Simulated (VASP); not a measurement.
# Cu2BO3 (P-3m1) in VASP: relaxation of cell and atoms with PBE

Aim: the relaxation of cell and atoms of Cu2BO3 with PBE.

Everything below comes from runs of VASP 6.6.1. Logs are shortened: lines on timing, memory, paths and dates and some standing lists are left out, and cuts for length are marked.

## 1. The cell of the first run

Symmetry: P-3m1, No. 164, trigonal system. Conventional cell: a = 2.611 Å, b = 2.611 Å, c = 8.362 Å, α = 90.00°, β = 90.00°, γ = 120.00°. Cu (site symmetry 3m) has 6 O at 2.07 to 2.41 Å and 6 Cu at 2.61 Å within 2.7 Å. Within 2.3 Å of B (site symmetry -3m) lie 6 O at 1.74 Å. Within 2.5 Å of O (site symmetry 3m) lie 3 B at 1.74 Å and 3 O at 2.31 Å and 3 Cu at 2.41 Å. Within 2.7 Å of O (site symmetry -3m) lie 6 Cu at 2.07 Å and 6 O at 2.61 Å.

## 2. Relaxation of cell and atoms, PBE

The input, INCAR:

```
SYSTEM = Cu2BO3
PREC = Accurate
ENCUT = 600
EDIFF = 1E-6
ISMEAR = 0
SIGMA = 0.1
LREAL = .FALSE.
LASPH = .TRUE.
NELM = 100
ALGO = Normal
ISIF = 3
LWAVE = .FALSE.
LCHARG = .FALSE.
GGA = PE
IBRION = 2
NSW = 100
EDIFFG = -0.01
```

The input, KPOINTS:

```
regular mesh
0
G
  18 18 6
  0 0 0
```

The input, POSCAR:

```
Cu2BO3
1.0
    2.6108954916      0.0000000000      0.0000000000
   -1.3054477458      2.2611018223      0.0000000000
    0.0000000000      0.0000000000      8.3621670424
Cu B O
2 1 3
Direct
    0.6666666667      0.3333333333      0.3304505696
    0.3333333333      0.6666666667      0.6695494304
    0.0000000000      0.0000000000      0.0000000000
    0.6666666667      0.3333333333      0.8949925809
    0.3333333333      0.6666666667      0.1050074191
    0.0000000000      0.0000000000      0.5000000000
```

Potentials or basis: VASP PAW PBE potentials, release 64 (Cu, B, O).

Run with:

```
cat potpaw_PBE.64/Cu/POTCAR potpaw_PBE.64/B/POTCAR potpaw_PBE.64/O/POTCAR > POTCAR
mpirun -np 1 vasp_std > vasp.out
```

OUTCAR:

```text
SYSTEM = Cu2BO3
   PREC = Accurate
   ENCUT = 600
   EDIFF = 1E-6
   ISMEAR = 0
   LREAL = .FALSE.
   LASPH = .TRUE.
   NELM = 100
   ISIF = 3
   GGA = PE
   IBRION = 2
   NSW = 100
   EDIFFG = -0.01

 ion  position               nearest neighbor table
   1  0.667  0.333  0.330-   6 2.07   6 2.07   6 2.07
   2  0.333  0.667  0.670-   6 2.07   6 2.07   6 2.07
   3  0.000  0.000  0.000-   4 1.74   5 1.74   5 1.74   4 1.74   4 1.74   5 1.74
   4  0.667  0.333  0.895-   3 1.74   3 1.74   3 1.74
   5  0.333  0.667  0.105-   3 1.74   3 1.74   3 1.74
   6  0.000  0.000  0.500-   1 2.07   2 2.07   2 2.07   1 2.07   1 2.07   2 2.07

  LATTYP: Found a hexagonal cell.
 ALAT       =     2.6108954916
 C/A-ratio  =     3.2027965383

  Lattice vectors:

 A1 = (   2.6108954916,   0.0000000000,   0.0000000000)
 A2 = (  -1.3054477458,   2.2611018223,   0.0000000000)
 A3 = (   0.0000000000,   0.0000000000,   8.3621670424)

Analysis of symmetry for initial positions (statically):
=====================================================================
 Subroutine PRICEL returns:
 Original cell was already a primitive cell.

 Routine SETGRP: Setting up the symmetry group for a
 hexagonal supercell.

 Subroutine GETGRP returns: Found 12 space group operations
 (whereof 12 operations were pure point group operations)
 out of a pool of 24 trial point group operations.

The static configuration has the point symmetry D_3d.

Analysis of symmetry for dynamics (positions and initial velocities):
=====================================================================
 Subroutine PRICEL returns:
 Original cell was already a primitive cell.

 Routine SETGRP: Setting up the symmetry group for a
 hexagonal supercell.

 Subroutine GETGRP returns: Found 12 space group operations
 (whereof 12 operations were pure point group operations)
 out of a pool of 24 trial point group operations.

The dynamic configuration has the point symmetry D_3d.

 Subroutine INISYM returns: Found 12 space group operations
 (whereof 12 operations are pure point group operations),
 and found     1 'primitive' translations

----------------------------------------------------------------------------------------

                                     Primitive cell

  volume of cell :      49.3661

  direct lattice vectors                    reciprocal lattice vectors
[... 98 lines left out ...]
   NSW    =    100    number of steps for IOM
   IBRION =      2    ionic relax: 0-MD 1-quasi-New 2-CG
   NFREE  =      1    steps in history (QN), initial steepest desc. (CG)
   ISIF   =      3    stress and relaxation
   ISYM   =      2    0-nonsym 1-usesym 2-fastsym
   POTIM  = 0.5000    time-step for ionic-motion
   TEBEG  =    0.0;   TEEND  =   0.0 temperature during run
   PSTRESS=    0.0 pullay stress
   NELECT =      43.0000    total number of electrons
   NUPDOWN=      -1.0000    fix difference up-down
   EMIN   =  10.00;   EMAX   =-10.00  energy-range for DOS
   EFERMI =   0.00;   METHOD = LEGACY
   ISMEAR =     0;   SIGMA  =   0.10  broadening in eV -4-tet -1-fermi 0-gaus
   EFERMI_NEDOS =   21; number of points for ismear=-14 and -15
   IALGO  =     38    algorithm
   IMIX   =      4    mixing-type and parameters
     AMIX     =   0.40;   BMIX     =  1.00
     AMIX_MAG =   1.60;   BMIX_MAG =  1.00
  volume/ion in A,a.u.               =       8.23        55.52
  Fermi-wavevector in a.u.,A,eV,Ry     =   1.563465  2.954520 33.258392  2.444423
  Thomas-Fermi vector in A             =   2.666232
   LORBIT       =      0    0 simple, 1 ext, 2 COOP (PROOUT), +10 PAW based schemes
   GGA     = PE    functional components
   LHFCALC =     F    Hartree Fock is set to
   AEXX    =    0.0000 exact exchange contribution
   IVDW    =     0    specifies the selected vdW correction
   LEPSILON=     F    determine dielectric tensor
   LRPA    =     F    only Hartree local field effects (RPA)
 conjugate gradient relaxation of ions
 non-spin polarized calculation
 Gauss-broadening in eV      SIGMA  =   0.10
  energy-cutoff  :      600.00
  volume of cell :       49.37
 maximum number of plane-waves:      1665
 NGX is ok and might be reduce to    24
   NGX = 11   NGY = 11   NGZ = 33

--------------------------------------- Ionic step        1  -------------------------------------------

 number of electron      43.0000008 magnetization

 Free energy of the ion-electron system (eV)
  ---------------------------------------------------
  ext. energy  EPLUGINS =         0.00000000
  ---------------------------------------------------
  free energy    TOTEN  =       -32.18992119 eV

  energy without entropy =      -32.15432225  energy(sigma->0) =      -32.17212172

------------------------ aborting loop because EDIFF is reached ----------------------------------------

  FORCE on cell =-STRESS in cart. coord.  units (eV):
  Direction    XX          YY          ZZ          XY          YZ          ZX
  --------------------------------------------------------------------------------------
  -------------------------------------------------------------------------------------
  Total        0.0405073      0.0405073      0.0085287      0.0000000      0.0000000      0.0000000
  in kB        1.3146670      1.3146670      0.2768002      0.0000000      0.0000000      0.0000000
  external PRESSURE =       0.9687114 kB  Pullay stress =       0.0000000 kB
[... 147 lines left out ...]
--------------------------------------- Ionic step        5  -------------------------------------------

 number of electron      43.0000004 magnetization

 Free energy of the ion-electron system (eV)
  ---------------------------------------------------
  ext. energy  EPLUGINS =         0.00000000
  ---------------------------------------------------
  free energy    TOTEN  =       -32.19006876 eV

  energy without entropy =      -32.15436580  energy(sigma->0) =      -32.17221728

 E-fermi :   6.8724     XC(G=0): -12.6519

 val. band max:        6.8706842092   @ k =   0.3333   0.0556   0.3333
 cond. band min:       6.8733426970   @ k =   0.3889   0.2222   0.0000
 fundamental gap:      0.0026584878
 Fermi energy:         6.8723716095

 k-point     1 :       0.0000    0.0000    0.0000
  band No.  band energies     occupation
      1     -15.4697      2.00000
      2     -13.0303      2.00000
      3     -12.2863      2.00000
      4      -1.1787      2.00000
      5      -1.0894      2.00000
      6       3.2386      2.00000
[... 661 lines left out ...]
     24      11.6517      0.00000
     25      13.4759      0.00000

 [... further k-points ...]
[... 5 lines left out ...]
  --------------------------------------------------------------------------------------
  -------------------------------------------------------------------------------------
  Total       -0.0419009     -0.0419009     -0.0321728     -0.0000000     -0.0000000     -0.0000000
  in kB       -1.3600330     -1.3600330     -1.0442731     -0.0000000     -0.0000000     -0.0000000
  external PRESSURE =      -1.2547797 kB  Pullay stress =       0.0000000 kB
[... 21 lines left out ...]
  FREE ENERGIE OF THE ION-ELECTRON SYSTEM (eV)
  ---------------------------------------------------
  free  energy   TOTEN  =       -32.1900687563 eV

  energy  without entropy=      -32.1543657951  energy(sigma->0) =      -32.17221728

 reached required accuracy - stopping structural energy minimisation
```

It took 23 min on 1 thread of Intel Xeon 8259CL, shared host; peak memory 0.41 GiB.

What came out:

```
Free energy                           : -32.1901 eV
Relaxed volume                        : 8.23 Å³/atom
Relaxed cell                          : a = 2.611 Å, b = 2.611 Å, c = 8.359 Å, α = 90.00°, β = 90.00°, γ = 120.00°
Space group after relaxing (to 0.1 Å) : P-3m1 (No. 164)
Energy gained by relaxing             : 0.0 meV/atom
Ionic steps                           : 5
Pressure after relaxing               : -0.1 GPa
Largest force after relaxing          : 0.005 eV/Å
Band gap on the k mesh                : zero (an odd number of electrons rules out a gap without spin polarisation)
```

Forces in eV/Å, atoms in the order of the input:
```
Cu   0.000  0.000  0.005
Cu   0.000  0.000 -0.005
B    0.000  0.000  0.000
O    0.000  0.000  0.005
O    0.000  0.000 -0.005
O    0.000  0.000  0.000
```

The path:
```tsv
step	energy change (eV)	largest force (eV/Å)	pressure (GPa)	volume (Å³)
1	0.0000	0.0464	0.10	49.37
2	-0.0001	0.0121	-0.15	49.40
3	-0.0001	0.0117	-0.26	49.40
4	-0.0001	0.0110	-0.08	49.35
5	-0.0001	0.0054	-0.13	49.36
```

Final structure:
```cif
data_structure
_symmetry_space_group_name_H-M 'P 1'
_symmetry_Int_Tables_number 1
_cell_length_a 2.6112
_cell_length_b 2.6112
_cell_length_c 8.3592
_cell_angle_alpha 90.000
_cell_angle_beta 90.000
_cell_angle_gamma 120.000
_cell_volume 49.36
loop_
_atom_site_label
_atom_site_type_symbol
_atom_site_fract_x
_atom_site_fract_y
_atom_site_fract_z
_atom_site_occupancy
Cu1 Cu 0.66667 0.33333 0.33004 1
Cu2 Cu 0.33333 0.66667 0.66996 1
B1 B 0.00000 0.00000 0.00000 1
O1 O 0.66667 0.33333 0.89492 1
O2 O 0.33333 0.66667 0.10508 1
O3 O 0.00000 0.00000 0.50000 1
```

Caveat: an odd number of electrons without spin polarisation forces a metal; a magnetic or distorted state may lie lower; semilocal functionals often make such compounds metallic where correlation or magnetic order opens a gap, which also shifts bond lengths. With open d or f shells a metallic result of PBE can be an artefact of self-interaction; +U or a hybrid may open a gap.
